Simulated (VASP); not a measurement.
Set up this calculation in VASP 6.6.1, as the native input.

```
Task                   : single point
Functional             : PBEsol
Potentials or basis    : VASP PAW PBE potentials, release 64 (Mg, O)
Cutoff                 : 520 eV
k mesh                 : 10 × 10 × 10
Occupations            : gaussian, width 0.01 eV
Spin                   : no spin polarisation
Dipole correction      : no
Further INCAR settings : ALGO = Normal; EDIFF = 1e-07; NBANDS = 11
```

The structure of MgO (Periclase) lies in POSCAR:

```
MgO
1.0
    0.0000000000      2.1085000000      2.1085000000
    2.1085000000      0.0000000000      2.1085000000
    2.1085000000      2.1085000000      0.0000000000
Mg O
1 1
Direct
    0.0000000000      0.0000000000      0.0000000000
    0.5000000000      0.5000000000      0.5000000000
```

The input as run:

INCAR

```
ALGO = Normal
EDIFF = 1E-7
ENCUT = 520
GGA = PS
ISIF = 2
ISMEAR = 0
LASPH = True
LCHARG = False
LREAL = False
LWAVE = False
NBANDS = 11
NELM = 80
PREC = Accurate
SIGMA = 0.01
```

KPOINTS

```
k-points
0
Gamma
  10 10 10
```

Potentials or basis: VASP PAW PBE potentials, release 64 (Mg, O).

Launch:

```bash
$ cat potpaw_PBE.64/Mg/POTCAR potpaw_PBE.64/O/POTCAR > POTCAR
$ mpirun -np 1 vasp_std > vasp.out
```

It gave:

```yaml
Pressure: -0.8 GPa
Band_gap_on_the_k_mesh: 4.60 eV, direct
```

Caveat: the PAW data sets were made with another functional, which shifts forces and pressure a little.

It took 9.3 s on 1 thread of Intel(R) Xeon(R) Platinum 8375C CPU @ 2.90GHz (Ice Lake), on a shared host, peak memory 0.14 GiB.
